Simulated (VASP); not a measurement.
A run of VASP 6.6.1 is set up as follows.

INCAR

```
SYSTEM = MgO
ALGO     = Normal         ! electronic algorithm
EDIFF    = 1E-6           ! SCF threshold, eV
ENCUT    = 520            ! plane-wave cutoff, eV
GGA      = PS             ! functional
ISIF     = 2              ! what is computed and relaxed
ISMEAR   = 0              ! smearing method
LASPH    = .TRUE.         ! aspherical terms in the spheres
LCHARG   = .FALSE.        ! write CHGCAR
LREAL    = .FALSE.        ! projectors in reciprocal space
LWAVE    = .FALSE.        ! write WAVECAR
NBANDS   = 16             ! bands
NELM     = 100            ! most SCF steps
PREC     = Accurate       ! precision mode
SIGMA    = 0.05           ! smearing width, eV
```

Contents of KPOINTS:

```
k-points
0
G
  9 9 6
  0 0 0
```

File POSCAR:

```
MgO
1.0
    3.5341423990      0.0000000000      0.0000000000
   -1.7670711995      3.0606570981      0.0000000000
    0.0000000000      0.0000000000      4.0658705033
Mg O
2 2
Direct
    0.6666666667      0.3333333333      0.7500000000
    0.3333333333      0.6666666667      0.2500000000
    0.6666666667      0.3333333333      0.2500000000
    0.3333333333      0.6666666667      0.7500000000
```

Potentials or basis: VASP PAW PBE potentials, release 64 (Mg, O).

Launch:

```console
$ cat potpaw_PBE.64/Mg/POTCAR potpaw_PBE.64/O/POTCAR > POTCAR
$ mpirun -np 1 vasp_std > vasp.out
```

What does it give for the band gap on the k mesh?

3.36 eV, direct.

Predict the pressure.

1.5 GPa.

Stress tensor (GPa, compression positive):
```
-1.30  0.00  0.00
 0.00 -1.30  0.00
 0.00  0.00  7.22
```

Caveat: the PAW data sets were made with another functional, which shifts forces and pressure a little.
